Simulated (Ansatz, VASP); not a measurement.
## Two plane-wave programs on MgO

File INCAR:

```
ALGO     = Normal         # electronic algorithm
EDIFF    = 1E-6           # SCF threshold, eV
ENCUT    = 600            # plane-wave cutoff, eV
GGA      = PE             # functional
GGA_COMPAT= False        
ISIF     = 2              # what is computed and relaxed
ISMEAR   = -1             # smearing method
LASPH    = True           # aspherical terms in the spheres
LCHARG   = False          # write CHGCAR
LREAL    = False          # projectors in reciprocal space
LWAVE    = False          # write WAVECAR
NBANDS   = 11             # bands
NELM     = 120            # most SCF steps
PREC     = Accurate       # precision mode
SIGMA    = 0.05           # smearing width, eV
```

Contents of KPOINTS:

```
k-points
0
Gamma
  10 10 10
```

Contents of POSCAR:

```
MgO
1.0
    0.0000000000      2.1351500000      2.1351500000
    2.1351500000      0.0000000000      2.1351500000
    2.1351500000      2.1351500000      0.0000000000
Mg O
1 1
Direct
    0.0000000000      0.0000000000      0.0000000000
    0.5000000000      0.5000000000      0.5000000000
```

Input for Ansatz:

```yaml
crystal:
  lattice:
    - [0.0, 2.13515, 2.13515]
    - [2.13515, 0.0, 2.13515]
    - [2.13515, 2.13515, 0.0]
  atoms:
    - { symbol: Mg, position: [0.0, 0.0, 0.0] }
    - { symbol: O, position: [0.5, 0.5, 0.5] }
basis:
  ecutwfc: 420
kpoints:
  mp_grid: { grid: [10, 10, 10] }
hamiltonian:
  xc: pbe
scf:
  occupations: { method: fermi_dirac, width: 0.01 }
output:
  forces: true
  eigenvalues: true
  stress: true
```

Alike in both runs: task single point; functional PBE; k mesh 10 × 10 × 10; no spin polarisation.

|  | VASP | Ansatz |
| --- | --- | --- |
| version | VASP 6.6.1 | Ansatz 0.2.0 |
| potentials or method | VASP PAW PBE potentials, release 64 (Mg, O), cutoff 600 eV | scalar-relativistic, plane waves, PAW |
| occupations | fermi-dirac, width 0.05 eV | fermi-dirac, width 0.01 eV |
| valence electrons in the cell | 8 | 16 |

|  | VASP | Ansatz | Ansatz less VASP |
| --- | --- | --- | --- |
| gap on the k mesh at the Fermi level (eV) | 4.34 | 4.35 | +0.016 |
| pressure (GPa) | -2.7 | -1.7 | +0.99 |

VASP's potentials hold 8 valence electrons a cell and Ansatz's 16, so a difference there can come from the potentials and not from the codes.
